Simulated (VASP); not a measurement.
## LiH: single point with r2SCAN

The system is LiH.

```xyz
4
Lattice="3.0934 0.0000 0.0000 -1.5467 2.8196 0.0000 0.0000 0.0000 4.0684" Properties=species:S:1:pos:R:3 pbc="T T T"
Li    0.0000    1.8988   -0.2543
Li    1.5467    0.9208    1.7799
H     0.0000    1.9013    1.7799
H     1.5467    0.9183    3.8142
```

This cell differs from its parent crystal: uniaxial x strain -5.0%.

```json
{
  "Program": "VASP 6.6.1",
  "Task": "single point",
  "Functional": "r2SCAN",
  "Potentials or basis": "VASP PAW PBE potentials, release 64 (Li_sv, H)",
  "Cutoff": "520 eV",
  "k mesh": "12 × 12 × 6",
  "Occupations": "gaussian, width 0.01 eV",
  "Spin": "no spin polarisation",
  "Dipole correction": "no",
  "Further INCAR settings": "ALGO = Normal; EDIFF = 1e-07; NBANDS = 12"
}
```

```
Largest force          : 0.024 eV/Å
Band gap on the k mesh : 2.42 eV, indirect (least direct gap 3.47 eV)
```

Forces on the atoms (eV/Å):
```
Li   0.000  0.024  0.000
Li   0.000 -0.024  0.000
H    0.000 -0.003  0.000
H    0.000  0.003  0.000
```

Levels at points of the mesh, in eV from the valence-band top:
```csv
k point,band 2,band 3,band 4,band 5,band 6,band 7
"(0.00, 0.00, 0.00)",-45.82,-5.34,0.00,3.47,11.68,12.83
"(0.50, 0.00, 0.00)",-45.83,-2.72,-1.94,5.05,7.69,8.14
"(0.00, 0.50, 0.00)",-45.83,-2.97,-2.23,5.49,7.37,9.18
"(0.00, 0.00, 0.50)",-45.85,-3.79,-3.79,10.53,10.53,14.01
"(0.50, 0.00, 0.50)",-45.84,-2.36,-2.36,5.09,5.09,10.43
"(0.00, 0.50, 0.50)",-45.84,-2.62,-2.62,5.00,5.00,11.46
```

Wall time 2.1 min on 1 thread of Intel(R) Xeon(R) Platinum 8559C (Emerald Rapids), with other jobs on the host, peak memory 0.19 GiB.

Caveat: the cell differs from its parent crystal (uniaxial x strain -5.0%); the PAW data sets were made with another functional, which shifts forces and pressure a little. A k mesh can miss the band edges.
